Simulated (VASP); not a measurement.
# Mn (Pm-3m) in VASP: notebook

The runs below take Mn through single point, with RPBE.

All numbers are computed with VASP 6.6.1; they aren't measurements. Logs are shortened: lines on timing, memory, paths and dates and some standing lists are left out, and cuts for length are marked.

### 1 The cell of the first run

It takes space group Pm-3m (No. 221, cubic). Conventional cell: a = 2.430 Å, b = 2.430 Å, c = 2.430 Å, α = 90.00°, β = 90.00°, γ = 90.00°. Within 3.2 Å of Mn (site symmetry m-3m) lie 6 Mn at 2.43 Å.

### 2 Single point, RPBE, collinear spin, antiferromagnetic start

Input file INCAR:

```
SYSTEM = Mn
  ALGO = Normal
  EDIFF = 1E-6
  ENCUT = 520
  GGA = RP
  ISIF = 2
  ISMEAR = -1
  ISPIN = 2
  LASPH = .TRUE.
  LCHARG = .TRUE.
  LELF = .TRUE.
  LMAXMIX = 4
  LORBIT = 11
  LREAL = .FALSE.
  LVHAR = .TRUE.
  LWAVE = .FALSE.
  MAGMOM = 3 -3
  NBANDS = 24
  NELM = 150
  PREC = Accurate
  SIGMA = 0.05
```

Input file KPOINTS:

```
k-points
0
G
  12 12 12
  0 0 0
```

Input file POSCAR:

```
Mn
1.0
    0.0000000000      2.4303022430      2.4303022430
    2.4303022430      0.0000000000      2.4303022430
    2.4303022430      2.4303022430      0.0000000000
Mn
2
Direct
    0.0000000000      0.0000000000      0.0000000000
    0.5000000000      0.5000000000      0.5000000000
```

Potentials or basis: VASP PAW PBE potentials, release 64 (Mn_pv).

Started as:

```console
> cat potpaw_PBE.64/Mn_pv/POTCAR > POTCAR
> mpirun -np 1 vasp_std > vasp.out
```

OUTCAR:

```text
SYSTEM = Mn
   EDIFF = 1E-6
   ENCUT = 520
   GGA = RP
   ISIF = 2
   ISMEAR = -1
   ISPIN = 2
   LASPH = .TRUE.
   LORBIT = 11
   LREAL = .FALSE.
   NELM = 150
   PREC = Accurate

 ion  position               nearest neighbor table
   1  0.000  0.000  0.000-   2 2.43   2 2.43   2 2.43   2 2.43   2 2.43   2 2.43
   2  0.500  0.500  0.500-   1 2.43   1 2.43   1 2.43   1 2.43   1 2.43   1 2.43

  LATTYP: Found a face centered cubic cell.
 ALAT       =     4.8606044860

  Lattice vectors:

 A1 = (   0.0000000000,   2.4303022430,   2.4303022430)
 A2 = (   2.4303022430,   0.0000000000,   2.4303022430)
 A3 = (   2.4303022430,   2.4303022430,   0.0000000000)

Analysis of symmetry for initial positions (statically):
=====================================================================
 Subroutine PRICEL returns following result:

  LATTYP: Found a simple cubic cell.
 ALAT       =     2.4303022430
[... 12 lines left out ...]
 Subroutine GETGRP returns: Found 48 space group operations
 (whereof 48 operations were pure point group operations)
 out of a pool of 48 trial point group operations.

The static configuration has the point symmetry O_h .

Analysis of symmetry for dynamics (positions and initial velocities):
=====================================================================
 Subroutine PRICEL returns following result:

  LATTYP: Found a simple cubic cell.
 ALAT       =     2.4303022430
[... 12 lines left out ...]
 Subroutine GETGRP returns: Found 48 space group operations
 (whereof 48 operations were pure point group operations)
 out of a pool of 48 trial point group operations.

The dynamic configuration has the point symmetry O_h .

Analysis of structural, dynamic, and magnetic symmetry:
=====================================================================
 Subroutine PRICEL returns following result:

  LATTYP: Found a simple cubic cell.
 ALAT       =     2.4303022430
[... 12 lines left out ...]
 Subroutine GETGRP returns: Found 48 space group operations
 (whereof 48 operations were pure point group operations)
 out of a pool of 48 trial point group operations.

The overall configuration has the point symmetry O_h .

 Subroutine INISYM returns: Found 48 space group operations
 (whereof 48 operations are pure point group operations),
 and found     2 'primitive' translations

----------------------------------------------------------------------------------------

                                     Primitive cell

  volume of cell :      14.3543
[... 103 lines left out ...]
   EFERMI_NEDOS =   21; number of points for ismear=-14 and -15
   IALGO  =     38    algorithm
   IMIX   =      4    mixing-type and parameters
     AMIX     =   0.40;   BMIX     =  1.00
     AMIX_MAG =   1.60;   BMIX_MAG =  1.00
  volume/ion in A,a.u.               =      14.35        96.87
  Fermi-wavevector in a.u.,A,eV,Ry     =   1.583905  2.993146 34.133663  2.508753
  Thomas-Fermi vector in A             =   2.683604
   LORBIT       =     11    0 simple, 1 ext, 2 COOP (PROOUT), +10 PAW based schemes
   GGA     = RP    functional components
   LHFCALC =     F    Hartree Fock is set to
   AEXX    =    0.0000 exact exchange contribution
   IVDW    =     0    specifies the selected vdW correction
   LEPSILON=     F    determine dielectric tensor
   LRPA    =     F    only Hartree local field effects (RPA)
 spin polarized calculation
  energy-cutoff  :      520.00
  volume of cell :       28.71
 maximum number of plane-waves:       789
 NGX is ok and might be reduce to    28
   NGX = 13   NGY = 13   NGZ = 13

 number of electron      26.0000017 magnetization       0.0000000

 number of electron      26.0000017 magnetization      -0.0000000

 Free energy of the ion-electron system (eV)
  ---------------------------------------------------
  ext. energy  EPLUGINS =         0.00000000
  ---------------------------------------------------
  free energy    TOTEN  =       -15.74921687 eV

  energy without entropy =      -15.73304646  energy(sigma->0) =      -15.74113167

 E-fermi :   7.8083     XC(G=0): -12.0543

 val. band max:        7.7916180163   @ k =   0.2500   0.2500   0.0000
 cond. band min:       7.8206468233   @ k =  -0.3333   0.0833   0.0000
 fundamental gap:      0.0290288070
 Fermi energy:         7.8083031442

 spin component 1

 k-point     1 :       0.0000    0.0000    0.0000
  band No.  band energies     occupation
      1     -41.7993      1.00000
      2     -41.7993      1.00000
      3     -41.7993      1.00000
      4     -38.9253      1.00000
      5     -38.9253      1.00000
      6     -38.9253      1.00000
[... 637 lines left out ...]
     23      23.6541      0.00000
     24      26.3402      0.00000

 [... further k-points ...]

 spin component 2

 k-point     1 :       0.0000    0.0000    0.0000
  band No.  band energies     occupation
      1     -41.7993      1.00000
      2     -41.7993      1.00000
      3     -41.7993      1.00000
      4     -38.9253      1.00000
      5     -38.9253      1.00000
      6     -38.9253      1.00000
[... 637 lines left out ...]
     23      23.6541      0.00000
     24      26.3402      0.00000

 [... further k-points ...]
[... 5 lines left out ...]
  --------------------------------------------------------------------------------------
  -------------------------------------------------------------------------------------
  Total        0.0407473      0.0407473      0.0407473      0.0000000     -0.0000000      0.0000000
  in kB        2.2740427      2.2740427      2.2740427      0.0000000     -0.0000000      0.0000000
  external PRESSURE =       2.2740427 kB  Pullay stress =       0.0000000 kB

 VOLUME and BASIS-vectors are now :
 -----------------------------------------------------------------------------
  energy-cutoff  :      520.00
  volume of cell :       28.71
      direct lattice vectors                 reciprocal lattice vectors
     0.000000000  2.430302243  2.430302243    -0.205735727  0.205735727  0.205735727
     2.430302243  0.000000000  2.430302243     0.205735727 -0.205735727  0.205735727
     2.430302243  2.430302243  0.000000000     0.205735727  0.205735727 -0.205735727

 POSITION                                       TOTAL-FORCE (eV/Angst)
 -----------------------------------------------------------------------------------
      0.00000      0.00000      0.00000         0.000000     -0.000000     -0.000000
      2.43030      2.43030      2.43030        -0.000000      0.000000      0.000000
 -----------------------------------------------------------------------------------
    total drift:                                0.000000      0.000000      0.000000

  FREE ENERGIE OF THE ION-ELECTRON SYSTEM (eV)
  ---------------------------------------------------
  free  energy   TOTEN  =       -15.7492168733 eV

  energy  without entropy=      -15.7330464602  energy(sigma->0) =      -15.74113167

 total charge

# of ion       s       p       d       tot
------------------------------------------
    1        0.396   6.245   5.073  11.715
    2        0.396   6.245   5.073  11.715
--------------------------------------------------
tot          0.792  12.491  10.146  23.429

 magnetization (x)

# of ion       s       p       d       tot
------------------------------------------
    1        0.049   0.020   2.629   2.699
    2       -0.049  -0.020  -2.629  -2.699
--------------------------------------------------
tot          0.000   0.000   0.000   0.000
```

stdout:

```text
POSCAR found type information on POSCAR Mn
 POSCAR found :  1 types and       2 ions
 scaLAPACK will be used
 -----------------------------------------------------------------------------
|                                                                             |
|                                                                             |
|     You enforced a specific xc type in the INCAR file but a different       |
|     I HOPE YOU KNOW WHAT YOU ARE DOING!                                     |
|                                                                             |
 -----------------------------------------------------------------------------

 LDA part: xc-table for (Slater+PW92), standard interpolation
 POSCAR, INCAR and KPOINTS ok, starting setup
 FFT: planning ... GRIDC
 FFT: planning ... GRID_SOFT
 FFT: planning ... GRID
 WAVECAR not read
 entering main loop
```

It took 50 s on 1 thread of Intel Xeon 6975P-C (Granite Rapids), shared host; peak memory 0.21 GiB.

What came out:

| Property | Result |
| --- | --- |
| Free energy | -15.7492 eV |
| Pressure | 0.2 GPa |
| Band gap on the k mesh | zero (filled and empty bands overlap) |
| Net moment | 0.00 μB per cell |
| Site moments | Mn +2.70, -2.70 μB |
| Valence electrons inside the program's atomic spheres | Mn 11.71 |

Levels at points of the mesh, in eV from the Fermi level:
Spin up:
| k point | band 9 | band 10 | band 11 | band 12 | band 13 | band 14 | band 15 | band 16 | band 17 | band 18 |
| --- | --- | --- | --- | --- | --- | --- | --- | --- | --- | --- |
| (0.00, 0.00, 0.00) | -3.36 | -3.25 | -3.25 | -3.25 | 1.54 | 1.54 | 1.54 | 2.24 | 2.24 | 11.05 |
| (0.50, 0.00, 0.00) | -2.48 | -2.48 | -1.69 | -1.69 | -0.48 | -0.48 | -0.13 | 1.04 | 1.04 | 2.17 |
| (0.50, 0.50, 0.00) | -2.83 | -2.09 | -1.66 | -1.66 | -1.33 | 1.41 | 1.41 | 1.46 | 2.20 | 4.73 |
Spin down:
| k point | band 9 | band 10 | band 11 | band 12 | band 13 | band 14 | band 15 | band 16 | band 17 | band 18 |
| --- | --- | --- | --- | --- | --- | --- | --- | --- | --- | --- |
| (0.00, 0.00, 0.00) | -3.36 | -3.25 | -3.25 | -3.25 | 1.54 | 1.54 | 1.54 | 2.24 | 2.24 | 11.05 |
| (0.50, 0.00, 0.00) | -2.48 | -2.48 | -1.69 | -1.69 | -0.48 | -0.48 | -0.13 | 1.04 | 1.04 | 2.17 |
| (0.50, 0.50, 0.00) | -2.83 | -2.09 | -1.66 | -1.66 | -1.33 | 1.41 | 1.41 | 1.46 | 2.20 | 4.73 |

Caveat: the PAW data sets were made with another functional, which shifts forces and pressure a little.

[end of part 1 of 2]
